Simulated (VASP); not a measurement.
# ZnC (P-1) in VASP: single point with PBE

Aim: the single point of ZnC with PBE.

All numbers are computed with VASP 6.6.1; they aren't measurements. Logs are shortened: lines on timing, memory, paths and dates and some standing lists are left out, and cuts for length are marked.

**1. The cell of the first run**

The typed cell holds 8 atoms: a = 3.087 Å, b = 5.388 Å, c = 5.386 Å, α = 109.33°, β = 89.96°, γ = 90.03°.

**2. Single point, PBE**

INCAR

```
PREC = Accurate
ENCUT = 520
EDIFF = 1E-6
ISMEAR = 0
SIGMA = 0.1
LREAL = F
LASPH = T
NELM = 80
ALGO = Normal
ISIF = 2
LWAVE = F
LCHARG = F
GGA = PE
NBANDS = 42
```

KPOINTS

```
regular mesh
0
Gamma
  8 6 6
```

POSCAR

```
ZnC
1.0
   -2.1831599406      0.0012706459     -2.1829501649
   -2.2029514927     -4.3954910139      2.2047419069
   -2.2033486099      4.3940441343      2.2009474128
Zn C
4 4
Direct
    0.5000161834      0.4999968155      0.9999958694
    1.0000124294      0.0000037502     -0.0000031105
   -0.0000058888      0.5000031383      0.5000017932
    0.4999875543      1.0000016451      0.5000020348
    0.0000451796      0.7500355815      0.2500290374
    0.4999777675      0.2500268269      0.2499926700
    0.5000118794      0.7499686717      0.7500101801
   -0.0000451047      0.2499635709      0.7499715257
```

Potentials or basis: VASP PAW PBE potentials, release 64 (Zn, C).

Launch:

```
cat potpaw_PBE.64/Zn/POTCAR potpaw_PBE.64/C/POTCAR > POTCAR
mpirun -np 1 vasp_std > vasp.out
```

OUTCAR:

```text
PREC = Accurate
   ENCUT = 520
   EDIFF = 1E-6
   ISMEAR = 0
   LREAL = F
   LASPH = T
   NELM = 80
   ISIF = 2
   GGA = PE

 ion  position               nearest neighbor table
   1  0.500  0.500  1.000-   8 2.19   5 2.19   5 2.19   8 2.19   7 2.20   6 2.20
   2  0.000  0.000  1.000-   7 2.19   6 2.19   6 2.19   7 2.19   8 2.20   5 2.20
   3  1.000  0.500  0.500-   7 2.19   6 2.19   7 2.19   6 2.19   5 2.20   8 2.20
   4  0.500  0.000  0.500-   8 2.19   5 2.19   5 2.19   8 2.19   6 2.20   7 2.20
   5  0.000  0.750  0.250-   4 2.19   4 2.19   1 2.19   1 2.19   2 2.20   3 2.20
   6  0.500  0.250  0.250-   3 2.19   2 2.19   2 2.19   3 2.19   1 2.20   4 2.20
   7  0.500  0.750  0.750-   3 2.19   2 2.19   3 2.19   2 2.19   1 2.20   4 2.20
   8  1.000  0.250  0.750-   4 2.19   1 2.19   4 2.19   1 2.19   2 2.20   3 2.20

  LATTYP: Found a triclinic cell.
 ALAT       =     5.3857718541
 B/A-ratio  =     1.1569405144
 C/A-ratio  =     0.5732337744
 COS(alpha) =     0.0001172635
 COS(beta)  =     0.0006788247
 COS(gamma) =     0.5780577736

  Lattice vectors:

 A1 = (   2.2033486099,  -4.3940441343,  -2.2009474128)
 A2 = (   4.4063001026,   0.0014468796,  -4.4056893197)
 A3 = (   2.1831599406,  -0.0012706459,   2.1829501649)

Analysis of symmetry for initial positions (statically):
=====================================================================
 Subroutine PRICEL returns:
 Original cell was already a primitive cell.

 Routine SETGRP: Setting up the symmetry group for a
 triclinic supercell.

 Subroutine GETGRP returns: Found  1 space group operations
 (whereof  1 operations were pure point group operations)
 out of a pool of  2 trial point group operations.

The static configuration has the point symmetry C_1 .

Analysis of symmetry for dynamics (positions and initial velocities):
=====================================================================
 Subroutine PRICEL returns:
 Original cell was already a primitive cell.

 Routine SETGRP: Setting up the symmetry group for a
 triclinic supercell.

 Subroutine GETGRP returns: Found  1 space group operations
 (whereof  1 operations were pure point group operations)
 out of a pool of  2 trial point group operations.

The dynamic configuration has the point symmetry C_1 .

 Subroutine INISYM returns: Found  1 space group operations
 (whereof  1 operations are pure point group operations),
 and found     1 'primitive' translations

[... 106 lines left out ...]
   EDIFF  = 0.1E-05   stopping-criterion for ELM
   LREAL  =      F    real-space projection
   EDIFFG = 0.1E-04   stopping-criterion for IOM
   NSW    =      0    number of steps for IOM
   IBRION =     -1    ionic relax: 0-MD 1-quasi-New 2-CG
   NFREE  =      0    steps in history (QN), initial steepest desc. (CG)
   ISIF   =      2    stress and relaxation
   ISYM   =      2    0-nonsym 1-usesym 2-fastsym
   POTIM  = 0.5000    time-step for ionic-motion
   TEBEG  =    0.0;   TEEND  =   0.0 temperature during run
   PSTRESS=    0.0 pullay stress
   NELECT =      64.0000    total number of electrons
   NUPDOWN=      -1.0000    fix difference up-down
   EMIN   =  10.00;   EMAX   =-10.00  energy-range for DOS
   EFERMI =   0.00;   METHOD = LEGACY
   ISMEAR =     0;   SIGMA  =   0.10  broadening in eV -4-tet -1-fermi 0-gaus
   EFERMI_NEDOS =   21; number of points for ismear=-14 and -15
   IALGO  =     38    algorithm
   IMIX   =      4    mixing-type and parameters
     AMIX     =   0.40;   BMIX     =  1.00
     AMIX_MAG =   1.60;   BMIX_MAG =  1.00
  volume/ion in A,a.u.               =      10.57        71.32
  Fermi-wavevector in a.u.,A,eV,Ry     =   1.492027  2.819522 30.288533  2.226144
  Thomas-Fermi vector in A             =   2.604607
   LORBIT       =      0    0 simple, 1 ext, 2 COOP (PROOUT), +10 PAW based schemes
   GGA     = PE    functional components
   LHFCALC =     F    Hartree Fock is set to
   AEXX    =    0.0000 exact exchange contribution
   IVDW    =     0    specifies the selected vdW correction
   LEPSILON=     F    determine dielectric tensor
   LRPA    =     F    only Hartree local field effects (RPA)
 non-spin polarized calculation
 Gauss-broadening in eV      SIGMA  =   0.10
  energy-cutoff  :      520.00
  volume of cell :       84.54
 maximum number of plane-waves:      2324
   NGX = 11   NGY = 21   NGZ = 21

 number of electron      63.9999977 magnetization

 Free energy of the ion-electron system (eV)
  ---------------------------------------------------
  ext. energy  EPLUGINS =         0.00000000
  ---------------------------------------------------
  free energy    TOTEN  =       -28.17662912 eV

  energy without entropy =      -28.16479523  energy(sigma->0) =      -28.17071218

 E-fermi :   3.7689     XC(G=0): -12.1455

 val. band max:        3.7228181053   @ k =  -0.2500   0.3333   0.3333
 cond. band min:       3.7905877282   @ k =  -0.1250   0.5000   0.3333
 fundamental gap:      0.0677696230
 Fermi energy:         3.7689308110

 k-point     1 :       0.0000    0.0000    0.0000
  band No.  band energies     occupation
      1      -9.9065      2.00000
      2      -6.7202      2.00000
      3      -6.4304      2.00000
      4      -6.4266      2.00000
      5      -4.2925      2.00000
      6      -4.2914      2.00000
[... 1069 lines left out ...]
     41      14.1298      0.00000
     42      14.1631      0.00000

 [... further k-points ...]
[... 5 lines left out ...]
  --------------------------------------------------------------------------------------
  -------------------------------------------------------------------------------------
  Total        0.4983773      0.4788040      0.5071256      0.0016762      0.0264108     -0.0526310
  in kB        9.4448351      9.0738969      9.6106259      0.0317663      0.5005160     -0.9974199
  external PRESSURE =       9.3764526 kB  Pullay stress =       0.0000000 kB

 VOLUME and BASIS-vectors are now :
 -----------------------------------------------------------------------------
  energy-cutoff  :      520.00
  volume of cell :       84.54
      direct lattice vectors                 reciprocal lattice vectors
    -2.183159941  0.001270646 -2.182950165    -0.229020965 -0.000109231 -0.229052752
    -2.202951493 -4.395491014  2.204741907    -0.113490723 -0.113727816  0.113435431
    -2.203348610  4.394044134  2.200947413    -0.113461866  0.113815549  0.113539019

 POSITION                                       TOTAL-FORCE (eV/Angst)
 -----------------------------------------------------------------------------------
     -4.39642      2.19693      2.21179         0.000060      0.000117      0.000261
     -2.20338      4.39401      2.20092         0.000103      0.000221      0.000257
     -4.38631      0.00054      0.01992         0.000175      0.000089     -0.000185
     -2.19324      2.19766      0.00903        -0.000093     -0.000079     -0.000171
     -2.20329     -2.19814      2.20384         0.000540     -0.000124     -0.000286
     -2.19315      0.00012      0.01004        -0.000043     -0.000087     -0.000256
     -4.39628     -0.00027      2.21272        -0.000241     -0.000110      0.000151
     -4.38617      2.19797      0.01890        -0.000502     -0.000028      0.000230
 -----------------------------------------------------------------------------------
    total drift:                                0.000002      0.000008     -0.000003

  FREE ENERGIE OF THE ION-ELECTRON SYSTEM (eV)
  ---------------------------------------------------
  free  energy   TOTEN  =       -28.1766291249 eV

  energy  without entropy=      -28.1647952269  energy(sigma->0) =      -28.17071218
```

OSZICAR:

```text
N       E                     dE             d eps       ncg     rms          rms(c)
DAV:   1     0.495532546338E+03    0.49553E+03   -0.29986E+04 12528   0.223E+03
DAV:   2     0.284792124366E+02   -0.46705E+03   -0.44644E+03 12456   0.465E+02
DAV:   3    -0.285307762447E+02   -0.57010E+02   -0.54446E+02 13492   0.149E+02
DAV:   4    -0.316349001443E+02   -0.31041E+01   -0.30528E+01 15028   0.318E+01
DAV:   5    -0.317027445816E+02   -0.67844E-01   -0.67766E-01 14334   0.480E+00    0.149E+01
DAV:   6    -0.285341095685E+02    0.31686E+01   -0.17380E+01 18244   0.881E+01    0.136E+01
DAV:   7    -0.281842875182E+02    0.34982E+00   -0.47906E+00 15656   0.285E+01    0.621E+00
DAV:   8    -0.281785778333E+02    0.57097E-02   -0.37273E-01 17836   0.665E+00    0.198E+00
DAV:   9    -0.281763787823E+02    0.21991E-02   -0.51559E-02 14936   0.255E+00    0.142E-01
DAV:  10    -0.281765667896E+02   -0.18801E-03   -0.48277E-03 16844   0.548E-01    0.761E-02
DAV:  11    -0.281766986699E+02   -0.13188E-03   -0.71678E-04 18234   0.267E-01    0.507E-02
DAV:  12    -0.281766424338E+02    0.56236E-04   -0.20455E-04 16194   0.155E-01    0.255E-02
DAV:  13    -0.281766308619E+02    0.11572E-04   -0.36630E-05 18608   0.647E-02    0.112E-02
DAV:  14    -0.281766297821E+02    0.10798E-05   -0.84671E-06 15192   0.244E-02    0.666E-03
DAV:  15    -0.281766291249E+02    0.65722E-06   -0.92201E-07  7162   0.175E-02
   1 F= -.28176629E+02 E0= -.28170712E+02  d E =-.118339E-01
```

Wall time 7.7 min (1 thread of Oxide Virtual Turin-like, shared host); peak memory 0.44 GiB.

What came out:

```
Free energy            : -28.1766 eV
Pressure               : 0.9 GPa
Band gap on the k mesh : zero (bands 32 and 33 overlap by 3.19 eV)
```

Levels at points of the mesh, in eV from the Fermi level:
```
           k point  band 30  band 31  band 32  band 33  band 34  band 35
(0.00, 0.00, 0.00)     1.17     1.23     1.27     2.01     2.02     2.05
(0.50, 0.00, 0.00)    -2.92    -2.24    -2.24    -1.71    -1.71     1.75
(0.00, 0.50, 0.00)    -0.99     0.22     0.22     1.58     1.58     1.63
(0.50, 0.50, 0.00)    -0.97    -0.97    -0.97     0.14     0.14     0.15
(0.00, 0.00, 0.50)    -0.98     0.22     0.22     1.58     1.58     1.63
(0.50, 0.00, 0.50)    -0.97    -0.97    -0.97     0.14     0.14     0.15
(0.00, 0.50, 0.50)    -0.53    -0.07    -0.07     0.06     0.06     1.81
(0.50, 0.50, 0.50)    -1.34    -1.32    -1.32     2.00     2.00     2.00
```
